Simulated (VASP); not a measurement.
Wanted: the native input for a VASP 6.6.1 run.

| Quantity | Value |
| --- | --- |
| Task | single point |
| Functional | r2SCAN |
| Potentials or basis | VASP PAW PBE potentials, release 64 (C) |
| Cutoff | 520 eV |
| k mesh | 12 × 12 × 12 |
| Occupations | gaussian, width 0.05 eV |
| Spin | no spin polarisation |
| Dipole correction | no |
| Further INCAR settings | ALGO = Normal; EDIFF = 1e-06; NBANDS = 11 |

The system is C.

```xyz
2
Lattice="1.1973 0.6913 3.3470 -1.1973 0.6913 3.3470 0.0000 -1.3826 3.3470" Properties=species:S:1:pos:R:3 pbc="T T T"
C     0.0000    0.0000    1.6467
C     0.0000    0.0000    8.3943
```

This cell differs from its parent crystal: strain -0.025 along x and y, +0.000 along z.

These files were run (other wordings do the same):

POSCAR

```
C
1.0
    1.1973256878      0.6912763082      3.3470108394
   -1.1973256878      0.6912763082      3.3470108394
    0.0000000000     -1.3825526163      3.3470108394
C
2
Direct
    0.1640000000      0.1640000000      0.1640000000
    0.8360000000      0.8360000000      0.8360000000
```

INCAR.step1

```
SYSTEM = C
PREC = Accurate
ENCUT = 520
ISMEAR = 0
SIGMA = 0.05
LREAL = .False.
LASPH = .True.
NELM = 80
NBANDS = 11
GGA = PE
ALGO = Normal
EDIFF = 1E-4
LWAVE = .True.
LCHARG = .False.
```

INCAR.step2

```
SYSTEM = C
PREC = Accurate
ENCUT = 520
EDIFF = 1E-6
ISMEAR = 0
SIGMA = 0.05
LREAL = .False.
LASPH = .True.
NELM = 80
ALGO = Normal
ISIF = 2
LWAVE = .False.
LCHARG = .False.
METAGGA = R2SCAN
LMIXTAU = .True.
NBANDS = 11
ISTART = 1
```

KPOINTS

```
Automatic mesh
0
Gamma
  12 12 12
  0 0 0
```

Potentials or basis: VASP PAW PBE potentials, release 64 (C).

The run is started by

```sh
$ cat potpaw_PBE.64/C/POTCAR > POTCAR
$ cp INCAR.step1 INCAR
$ mpirun -np 1 vasp_std > vasp.out
$ cp INCAR.step2 INCAR
$ mpirun -np 1 vasp_std > vasp.out
```

It gave:

The pressure is 25.0 GPa. The largest force is 0.886 eV/Å.

Caveat: the cell differs from its parent crystal (strain -0.025 along x and y, +0.000 along z); the stress differs along the axes, from 1 to 37 GPa; the PAW data sets were made with another functional, which shifts forces and pressure a little.

Wall time 84 s on 1 thread of Intel(R) Xeon(R) 6975P-C (Granite Rapids), with other jobs on the host, peak memory 0.17 GiB.
